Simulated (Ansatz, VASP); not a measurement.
# Sb in VASP and in Ansatz

```
Sb
1.0
     3.00376    0.00000    0.00000
     0.00000    3.00376    0.00000
     0.00000    0.00000    3.00376
Sb
1
Direct
  0.00000 0.00000 0.00000
```

Change from the starting cell: volume scaled by 0.9, PAW files.

Alike in both runs: task single point; functional PBE; k mesh 12 × 12 × 12; occupations fermi-dirac, width 0.05 eV; no spin polarisation.

|  | VASP | Ansatz |
| --- | --- | --- |
| version | VASP 6.6.1 | Ansatz 0.2.0 |
| potentials or method | VASP PAW PBE potentials, release 64 (Sb) | PAW with Ansatz's default frozen-core files, scalar-relativistic |
| plane-wave cutoff (eV) | 500 | 420 |
| valence electrons in the cell | 5 | 15 |

|  | VASP | Ansatz | Ansatz less VASP |
| --- | --- | --- | --- |
| pressure (GPa) | 7.1 | 7.1 | -0.05 |

The functional is the same, so the differences come from potentials, cutoffs and numerics. VASP's potentials hold 5 valence electrons a cell and Ansatz's 15, so a difference there can come from the potentials and not from the codes.

Spin-orbit coupling is off throughout.
